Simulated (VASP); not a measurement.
# Ir in VASP: a series of runs

Ir is run at these levels: PBE; tasks: single point.

All numbers are computed with VASP 6.6.1; they aren't measurements. Logs are shortened: lines on timing, memory, paths and dates and some standing lists are left out, and cuts for length are marked.

**1. The cell of the first run**

The cell holds a wire or tube with vacuum around it, 2 atoms: a = 11.200 Å, b = 9.300 Å, c = 2.489 Å, α = 90.00°, β = 90.00°, γ = 90.00°.

**2. Single point, PBE, collinear spin**

Contents of INCAR:

```
SYSTEM = Ir
ALGO = Normal
EDIFF = 1E-6
ENCUT = 420
GGA = PE
GGA_COMPAT = .False.
ISIF = 2
ISMEAR = 0
ISPIN = 2
LASPH = .True.
LCHARG = .True.
LELF = .True.
LMAXMIX = 4
LORBIT = 11
LREAL = .False.
LVHAR = .True.
LWAVE = .False.
MAGMOM = 1.5 1.5
NBANDS = 28
NELM = 200
PREC = Accurate
SIGMA = 0.05
```

Contents of KPOINTS:

```
k-points
0
Gamma
  1 1 25
  0 0 0
```

Contents of POSCAR:

```
Ir
1.0
   11.2000000000      0.0000000000      0.0000000000
    0.0000000000      9.3000000000      0.0000000000
    0.0000000000      0.0000000000      2.4891994824
Ir
2
Direct
    0.4026458131      0.5000000000      0.0000000000
    0.5973541869      0.5000000000      0.5000000000
```

Potentials or basis: VASP PAW PBE potentials, release 64 (Ir_sv_GW).

The run is started by

```console
$ cat potpaw_PBE.64/Ir_sv_GW/POTCAR > POTCAR
$ mpirun -np 1 vasp_std > vasp.out
```

OUTCAR:

```text
SYSTEM = Ir
   EDIFF = 1E-6
   ENCUT = 420
   GGA = PE
   ISIF = 2
   ISMEAR = 0
   ISPIN = 2
   LASPH = .True.
   LORBIT = 11
   LREAL = .False.
   NELM = 200
   PREC = Accurate

 ion  position               nearest neighbor table
   1  0.403  0.500  0.000-   2 2.51   2 2.51
   2  0.597  0.500  0.500-   1 2.51   1 2.51

  LATTYP: Found a simple orthorhombic cell.
 ALAT       =     2.4891994824
 B/A-ratio  =     3.7361409022
 C/A-ratio  =     4.4994385059

  Lattice vectors:

 A1 = (   0.0000000000,   0.0000000000,  -2.4891994824)
 A2 = (   0.0000000000,   9.3000000000,   0.0000000000)
 A3 = (  11.2000000000,   0.0000000000,   0.0000000000)

Analysis of symmetry for initial positions (statically):
=====================================================================
 Subroutine PRICEL returns:
 Original cell was already a primitive cell.

 Routine SETGRP: Setting up the symmetry group for a
 simple orthorhombic supercell.

 Subroutine GETGRP returns: Found  8 space group operations
 (whereof  4 operations were pure point group operations)
 out of a pool of  8 trial point group operations.

The static configuration has the point symmetry C_2v.
 The point group associated with its full space group is D_2h.

Analysis of symmetry for dynamics (positions and initial velocities):
=====================================================================
 Subroutine PRICEL returns:
 Original cell was already a primitive cell.

 Routine SETGRP: Setting up the symmetry group for a
 simple orthorhombic supercell.

 Subroutine GETGRP returns: Found  8 space group operations
 (whereof  4 operations were pure point group operations)
 out of a pool of  8 trial point group operations.

The dynamic configuration has the point symmetry C_2v.
 The point group associated with its full space group is D_2h.

Analysis of structural, dynamic, and magnetic symmetry:
=====================================================================
 Subroutine PRICEL returns:
 Original cell was already a primitive cell.

 Routine SETGRP: Setting up the symmetry group for a
 simple orthorhombic supercell.

 Subroutine GETGRP returns: Found  8 space group operations
 (whereof  4 operations were pure point group operations)
 out of a pool of  8 trial point group operations.

The overall configuration has the point symmetry C_2v.
 The point group associated with its full space group is D_2h.

 Subroutine INISYM returns: Found  8 space group operations
 (whereof  4 operations are pure point group operations),
 and found     1 'primitive' translations

----------------------------------------------------------------------------------------

                                     Primitive cell

  volume of cell :     259.2750

  direct lattice vectors                    reciprocal lattice vectors
    11.200000000  0.000000000  0.000000000     0.089285714  0.000000000  0.000000000
     0.000000000  9.300000000  0.000000000     0.000000000  0.107526882  0.000000000
     0.000000000  0.000000000  2.489199482     0.000000000  0.000000000  0.401735581

  length of vectors
    11.200000000  9.300000000  2.489199482     0.089285714  0.107526882  0.401735581

  position of ions in fractional coordinates (direct lattice)
     0.402645813  0.500000000  0.000000000
     0.597354187  0.500000000  0.500000000

  ion indices of the primitive-cell ions
   primitive index   ion index
                 1           1
                 2           2

----------------------------------------------------------------------------------------

 KPOINTS: k-points

Automatic generation of k-mesh.
 Grid dimensions read from file:
 generate k-points for:    1    1   25

 Generating k-lattice:

  Cartesian coordinates                     Fractional coordinates (reciprocal lattice)
     0.089285714  0.000000000  0.000000000     1.000000000  0.000000000  0.000000000
     0.000000000  0.107526882  0.000000000     0.000000000  1.000000000  0.000000000
     0.000000000  0.000000000  0.016069423     0.000000000  0.000000000  0.040000000

  Length of vectors
     0.089285714  0.107526882  0.016069423

  Shift w.r.t. Gamma in fractional coordinates (k-lattice)
     0.000000000  0.000000000  0.000000000

 Subroutine IBZKPT returns following result:
 ===========================================

 Found     13 irreducible k-points:

 Following reciprocal coordinates:
            Coordinates               Weight
  0.000000  0.000000  0.000000      1.000000
  0.000000  0.000000  0.040000      2.000000
  0.000000  0.000000  0.080000      2.000000
  0.000000  0.000000  0.120000      2.000000
  0.000000  0.000000  0.160000      2.000000
  0.000000  0.000000  0.200000      2.000000
  0.000000  0.000000  0.240000      2.000000
  0.000000  0.000000  0.280000      2.000000
  0.000000  0.000000  0.320000      2.000000
  0.000000  0.000000  0.360000      2.000000
  0.000000  0.000000  0.400000      2.000000
  0.000000  0.000000  0.440000      2.000000
  0.000000  0.000000  0.480000      2.000000
   k-points           NKPTS =     13   k-points in BZ     NKDIM =     13   number of bands    NBANDS=     28
   number of dos      NEDOS =    301   number of ions     NIONS =      2
   total plane-waves  NPLWV =  92160
   dimension x,y,z NGX =    80 NGY =   64 NGZ =   18
   dimension x,y,z NGXF=   160 NGYF=  128 NGZF=   36
   ions per type =               2
   NGX,Y,Z   is equivalent  to a cutoff of  11.87, 11.44, 12.02 a.u.
   NGXF,Y,Z  is equivalent  to a cutoff of  23.75, 22.88, 24.04 a.u.
 SYSTEM =  Ir
   PREC   = accura    normal or accurate (medium, high low for compatibility)
   ISTART =      0    job   : 0-new  1-cont  2-samecut
   ICHARG =      2    charge: 1-file 2-atom 10-const
   ISPIN  =      2    spin polarized calculation?
   LNONCOLLINEAR =      F non collinear calculations
   LSORBIT =      F    spin-orbit coupling
   LASPH  =      T    aspherical Exc in radial PAW
   ENCUT  =  420.0 eV  30.87 Ry    5.56 a.u.  18.72 15.54  4.16*2*pi/ulx,y,z
   NELM   =    200;   NELMIN=  2; NELMDL= -5     # of ELM steps
   EDIFF  = 0.1E-05   stopping-criterion for ELM
   LREAL  =      F    real-space projection
   EDIFFG = 0.1E-04   stopping-criterion for IOM
   NSW    =      0    number of steps for IOM
   IBRION =     -1    ionic relax: 0-MD 1-quasi-New 2-CG
   NFREE  =      0    steps in history (QN), initial steepest desc. (CG)
   ISIF   =      2    stress and relaxation
   ISYM   =      2    0-nonsym 1-usesym 2-fastsym
   POTIM  = 0.5000    time-step for ionic-motion
   TEBEG  =    0.0;   TEEND  =   0.0 temperature during run
   PSTRESS=    0.0 pullay stress
   NELECT =      34.0000    total number of electrons
   NUPDOWN=      -1.0000    fix difference up-down
   EMIN   =  10.00;   EMAX   =-10.00  energy-range for DOS
   EFERMI =   0.00;   METHOD = LEGACY
   ISMEAR =     0;   SIGMA  =   0.05  broadening in eV -4-tet -1-fermi 0-gaus
   EFERMI_NEDOS =   21; number of points for ismear=-14 and -15
   IALGO  =     38    algorithm
   IMIX   =      4    mixing-type and parameters
     AMIX     =   0.40;   BMIX     =  1.00
     AMIX_MAG =   1.60;   BMIX_MAG =  1.00
  volume/ion in A,a.u.               =     129.64       874.84
  Fermi-wavevector in a.u.,A,eV,Ry     =   0.831727  1.571737  9.412104  0.691770
  Thomas-Fermi vector in A             =   1.944663
   LORBIT       =     11    0 simple, 1 ext, 2 COOP (PROOUT), +10 PAW based schemes
   GGA     = PE    functional components
   LHFCALC =     F    Hartree Fock is set to
   AEXX    =    0.0000 exact exchange contribution
   IVDW    =     0    specifies the selected vdW correction
   LEPSILON=     F    determine dielectric tensor
   LRPA    =     F    only Hartree local field effects (RPA)
 spin polarized calculation
 Gauss-broadening in eV      SIGMA  =   0.05
  energy-cutoff  :      420.00
  volume of cell :      259.28
 maximum number of plane-waves:      5104
 NGX is ok and might be reduce to    80

 number of electron      34.0000000 magnetization       2.3492807

 Free energy of the ion-electron system (eV)
  ---------------------------------------------------
  ext. energy  EPLUGINS =         0.00000000
  ---------------------------------------------------
  free energy    TOTEN  =       -12.87337318 eV

  energy without entropy =      -12.86766462  energy(sigma->0) =      -12.87051890

 E-fermi :  -3.3859     XC(G=0):  -3.1143

 val. band max:       -3.3926502403   @ k =   0.0000   0.0000   0.2800
 cond. band min:      -3.3702042276   @ k =   0.0000   0.0000   0.4800
 fundamental gap:      0.0224460128
 Fermi energy:        -3.3859431272

 spin component 1

 k-point     1 :       0.0000    0.0000    0.0000
  band No.  band energies     occupation
      1     -95.4990      1.00000
      2     -95.4362      1.00000
      3     -52.9018      1.00000
      4     -52.2534      1.00000
      5     -52.1965      1.00000
      6     -52.1574      1.00000
[... 20 lines left out ...]
     27       3.0626      0.00000
     28       3.6628      0.00000

 k-point     2 :       0.0000    0.0000    0.0400
  band No.  band energies     occupation
      1     -95.4977      1.00000
      2     -95.4353      1.00000
      3     -52.8987      1.00000
      4     -52.2669      1.00000
      5     -52.1991      1.00000
      6     -52.1555      1.00000
[... 20 lines left out ...]
     27       3.1038      0.00000
     28       3.7036      0.00000

 k-point     3 :       0.0000    0.0000    0.0800
  band No.  band energies     occupation
      1     -95.4937      1.00000
      2     -95.4328      1.00000
      3     -52.8895      1.00000
      4     -52.3091      1.00000
      5     -52.2043      1.00000
      6     -52.1498      1.00000
[... 274 lines left out ...]
      2     -95.3936      1.00000
      3     -53.1269      1.00000
      4     -53.1153      1.00000
      5     -52.4658      1.00000
      6     -52.3582      1.00000
[... 20 lines left out ...]
     27       7.1724      0.00000
     28       7.5670      0.00000

 k-point    13 :       0.0000    0.0000    0.4800
  band No.  band energies     occupation
      1     -95.3993      1.00000
      2     -95.3953      1.00000
      3     -53.1502      1.00000
      4     -53.1461      1.00000
      5     -52.4288      1.00000
      6     -52.3924      1.00000
[... 20 lines left out ...]
     27       7.3849      0.00000
     28       7.9585      0.00000
 Fermi energy:        -3.3859431272

 spin component 2

 k-point     1 :       0.0000    0.0000    0.0000
  band No.  band energies     occupation
      1     -95.0127      1.00000
      2     -94.9497      1.00000
      3     -52.2269      1.00000
      4     -51.6906      1.00000
      5     -51.5661      1.00000
      6     -51.5396      1.00000
[... 20 lines left out ...]
     27       3.2405      0.00000
     28       3.8194      0.00000

 k-point     2 :       0.0000    0.0000    0.0400
  band No.  band energies     occupation
      1     -95.0114      1.00000
      2     -94.9489      1.00000
      3     -52.2240      1.00000
      4     -51.7109      1.00000
      5     -51.5621      1.00000
      6     -51.5550      1.00000
[... 20 lines left out ...]
     27       3.2819      0.00000
     28       3.8619      0.00000

 k-point     3 :       0.0000    0.0000    0.0800
  band No.  band energies     occupation
      1     -95.0074      1.00000
      2     -94.9464      1.00000
      3     -52.2157      1.00000
      4     -51.7651      1.00000
      5     -51.5999      1.00000
      6     -51.5557      1.00000
[... 275 lines left out ...]
      3     -52.6162      1.00000
      4     -52.6000      1.00000
      5     -51.7993      1.00000
      6     -51.6850      1.00000
[... 20 lines left out ...]
     27       7.3365      0.00000
     28       7.7587      0.00000

 k-point    13 :       0.0000    0.0000    0.4800
  band No.  band energies     occupation
      1     -94.9125      1.00000
      2     -94.9085      1.00000
      3     -52.6390      1.00000
      4     -52.6335      1.00000
      5     -51.7590      1.00000
      6     -51.7205      1.00000
[... 20 lines left out ...]
     27       7.6100      0.00000
     28       8.1081      0.00000

------------------------ aborting loop because EDIFF is reached ----------------------------------------

  FORCE on cell =-STRESS in cart. coord.  units (eV):
  Direction    XX          YY          ZZ          XY          YZ          ZX
  --------------------------------------------------------------------------------------
  -------------------------------------------------------------------------------------
  Total       -0.3529506     -0.4010865     -0.3158831      0.0000000      0.0000000      0.0000000
  in kB       -2.1810411     -2.4784947     -1.9519842      0.0000000      0.0000000      0.0000000
  external PRESSURE =      -2.2038400 kB  Pullay stress =       0.0000000 kB

 VOLUME and BASIS-vectors are now :
 -----------------------------------------------------------------------------
  energy-cutoff  :      420.00
  volume of cell :      259.28
      direct lattice vectors                 reciprocal lattice vectors
    11.200000000  0.000000000  0.000000000     0.089285714  0.000000000  0.000000000
     0.000000000  9.300000000  0.000000000     0.000000000  0.107526882  0.000000000
     0.000000000  0.000000000  2.489199482     0.000000000  0.000000000  0.401735581

 POSITION                                       TOTAL-FORCE (eV/Angst)
 -----------------------------------------------------------------------------------
      4.50963      4.65000      0.00000        -0.032454      0.000000      0.000000
      6.69037      4.65000      1.24460         0.032454      0.000000      0.000000
 -----------------------------------------------------------------------------------
    total drift:                                0.000000      0.000000      0.000000

  FREE ENERGIE OF THE ION-ELECTRON SYSTEM (eV)
  ---------------------------------------------------
  free  energy   TOTEN  =       -12.8733731762 eV

  energy  without entropy=      -12.8676646157  energy(sigma->0) =      -12.87051890

 total charge

# of ion       s       p       d       f       tot
--------------------------------------------------
    1        4.385   6.034   6.356   0.017  16.792
    2        4.385   6.034   6.356   0.017  16.792
--------------------------------------------------
tot          8.770  12.069  12.711   0.034  33.583

 magnetization (x)

# of ion       s       p       d       f       tot
--------------------------------------------------
    1        0.210   0.013   0.893   0.001   1.117
    2        0.210   0.013   0.893   0.001   1.117
--------------------------------------------------
tot          0.419   0.026   1.786   0.002   2.233
```

Run time: 97 s. Hardware: 1 thread of Intel Xeon 6975P-C (Granite Rapids), shared host; peak memory 0.4 GiB.

Results:

```
Free energy                                           : -12.8734 eV
Largest force                                         : 0.032 eV/Å
Net moment                                            : 2.35 μB per cell
Site moments                                          : Ir +1.12 μB
Valence electrons inside the program's atomic spheres : Ir 16.79
```

Forces in eV/Å, atoms in the order of the input:
```
Ir  -0.032  0.000  0.000
Ir   0.032  0.000  0.000
```

Levels at points of the mesh, in eV from the Fermi level:
Spin up:
| k point | band 14 | band 15 | band 16 | band 17 | band 18 | band 19 | band 20 | band 21 | band 22 | band 23 |
| --- | --- | --- | --- | --- | --- | --- | --- | --- | --- | --- |
| (0.00, 0.00, 0.00) | -1.42 | -1.31 | -1.02 | -0.82 | 0.35 | 0.92 | 1.63 | 1.96 | 2.34 | 4.95 |
Spin down:
| k point | band 12 | band 13 | band 14 | band 15 | band 16 | band 17 | band 18 | band 19 | band 20 | band 21 |
| --- | --- | --- | --- | --- | --- | --- | --- | --- | --- | --- |
| (0.00, 0.00, 0.00) | -2.91 | -1.88 | -0.87 | -0.60 | -0.13 | 0.06 | 0.93 | 1.51 | 2.26 | 2.29 |

Caveat: spin-orbit coupling is left out, which moves the levels of the heavy elements.

**3. Single point, PBE**

This run uses another cell than the first one: it holds 16 atoms, not 2.

Contents of INCAR:

```
SYSTEM = Ir
ALGO = Fast ; EDIFF = 1E-7
ENCUT = 520 ; GGA = PE
ISIF = 2 ; ISMEAR = 0
LASPH = .True. ; LCHARG = .False.
LREAL = Auto ; LWAVE = .False.
NBANDS = 86 ; NELM = 80
PREC = Accurate ; SIGMA = 0.05
```

Contents of KPOINTS:

```
k-points
0
Gamma
  1 1 14
  0 0 0
```

Contents of POSCAR:

```
Ir
1.0
   14.8000000000      0.0000000000      0.0000000000
    0.0000000000     17.0000000000      0.0000000000
    0.0000000000      0.0000000000      3.8706609772
Ir
16
Direct
    0.3038516397      0.5000000000      0.0000000000
    0.5653827868      0.2723140602      0.0000000000
    0.5653827868      0.5000000000      0.0000000000
    0.5653827868      0.7276859398      0.0000000000
    0.3038516397      0.3861570301      0.5000000000
    0.3038516397      0.6138429699      0.5000000000
    0.5653827868      0.3861570301      0.5000000000
    0.5653827868      0.6138429699      0.5000000000
    0.4346172132      0.2723140602      0.5000000000
    0.4346172132      0.5000000000      0.5000000000
    0.4346172132      0.7276859398      0.5000000000
    0.6961483603      0.5000000000      0.5000000000
    0.4346172132      0.3861570301      0.0000000000
    0.4346172132      0.6138429699      0.0000000000
    0.6961483603      0.3861570301      0.0000000000
    0.6961483603      0.6138429699      0.0000000000
```

Potentials or basis: VASP PAW PBE potentials, release 64 (Ir).

The run is started by

```console
$ cat potpaw_PBE.64/Ir/POTCAR > POTCAR
$ mpirun -np 1 vasp_std > vasp.out
```

Run time: 48 min. Hardware: 1 thread of Oxide Virtual Turin-like, shared host; peak memory 0.99 GiB.

It converged, with:

```yaml
Free_energy: -118.2025 eV
Largest_force: 2.400 eV/Å
Band_gap_on_the_k_mesh: zero (bands 72 and 73 overlap by 0.11 eV)
```

Forces on the atoms (eV/Å):
```
Ir   1.307  0.000  0.000
Ir  -1.323  2.003  0.000
Ir   0.861  0.000  0.000
Ir  -1.323 -2.003  0.000
Ir   1.647  1.132  0.000
Ir   1.647 -1.132  0.000
Ir   0.442 -0.886  0.000
Ir   0.442  0.886  0.000
Ir   1.323  2.003  0.000
Ir  -0.861  0.000  0.000
Ir   1.323 -2.003  0.000
Ir  -1.307  0.000  0.000
Ir  -0.442 -0.886  0.000
Ir  -0.442  0.886  0.000
Ir  -1.647  1.132  0.000
Ir  -1.647 -1.132  0.000
```

Levels at points of the mesh, in eV from the Fermi level:
| k point | band 68 | band 69 | band 70 | band 71 | band 72 | band 73 | band 74 | band 75 | band 76 | band 77 |
| --- | --- | --- | --- | --- | --- | --- | --- | --- | --- | --- |
| (0.00, 0.00, 0.00) | -0.12 | -0.07 | -0.05 | -0.03 | -0.01 | 0.07 | 0.23 | 0.24 | 0.25 | 0.29 |
| (0.00, 0.00, 0.50) | -0.28 | -0.17 | -0.17 | -0.06 | -0.06 | -0.06 | -0.06 | 0.15 | 0.15 | 0.19 |

Caveat: spin-orbit coupling is left out, which moves the levels of the heavy elements.

The gap in the log of VASP goes by the Fermi energy; the results here count the filled bands.